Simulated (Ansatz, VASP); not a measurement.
# CuH4 in VASP and in Ansatz

The input INCAR:

```
SYSTEM = CuH4
PREC     = Accurate       ! precision mode
ENCUT    = 520            ! plane-wave cutoff, eV
EDIFF    = 1E-7           ! SCF threshold, eV
ISMEAR   = 0              ! smearing method
SIGMA    = 0.1            ! smearing width, eV
LREAL    = .False.        ! projectors in reciprocal space
LASPH    = .True.         ! aspherical terms in the spheres
NELM     = 60             ! most SCF steps
ALGO     = Normal         ! electronic algorithm
ISIF     = 2              ! what is computed and relaxed
LWAVE    = .False.        ! write WAVECAR
LCHARG   = .True.         ! write CHGCAR
GGA      = PE             ! functional
LELF     = .True.         ! ELF
LVHAR    = .True.       
NBANDS   = 16             ! bands
```

KPOINTS

```
regular mesh
0
Gamma
  4 4 6
  0 0 0
```

File POSCAR:

```
CuH4
1.0
    3.4811870700     -3.4811870700      0.0000000000
    3.4811870700      3.4811870700      0.0000000000
    0.0000000000      0.0000000000      3.2000422800
Cu H
1 4
Direct
    0.0000000000      0.0000000000      0.0000000000
    0.6950000000      0.3050000000      0.0000000000
    0.3050000000      0.6950000000      0.0000000000
    0.8050000000      0.8050000000      0.5000000000
    0.1950000000      0.1950000000      0.5000000000
```

Input for Ansatz:

```yaml
crystal:
  lattice:
    - [3.48118707, -3.48118707, 0.0]
    - [3.48118707, 3.48118707, 0.0]
    - [0.0, 0.0, 3.20004228]
  atoms:
    - { symbol: Cu, position: [0.0, 0.0, 0.0] }
    - { symbol: H, position: [0.695, 0.305, 0.0] }
    - { symbol: H, position: [0.305, 0.695, 0.0] }
    - { symbol: H, position: [0.805, 0.805, 0.5] }
    - { symbol: H, position: [0.195, 0.195, 0.5] }
basis:
  ecutwfc: 420
kpoints:
  mp_grid: { grid: [4, 4, 6] }
hamiltonian:
  xc: pbe
scf:
  occupations: { method: gaussian, width: 0.1 }
  lower_state_search: "off"
output:
  forces: true
  stress: true
  eigenvalues: true
```

Change from the starting cell: ordered vacancies on the cation sites of rutile (Cmmm, No. 65).

Alike in both runs: task single point; functional PBE; k mesh 4 × 4 × 6; occupations gaussian, width 0.1 eV; no spin polarisation.

```csv
,VASP,Ansatz
version,VASP 6.6.1,Ansatz 0.2.0
potentials or method,"VASP PAW PBE potentials, release 64 (Cu, H), cutoff 520 eV","scalar-relativistic, plane waves, PAW"
valence electrons in the cell,15,23
```

```tsv
	VASP	Ansatz	Ansatz less VASP
gap on the k mesh at the Fermi level (eV)	none	none	-
pressure (GPa)	-13.9	-13.9	-0.05
traceless stress, the component that is largest in VASP (GPa)	4.29	4.39	+0.098
rms of the force components (eV/Å)	0.695	0.710	+0.0147
```

Atom by atom the forces differ by 0.016 eV/Å (rms over components). A gap of «none» marks a metal or a gap that the smearing closes. VASP's potentials hold 15 valence electrons a cell and Ansatz's 23, so a difference there can come from the potentials and not from the codes.
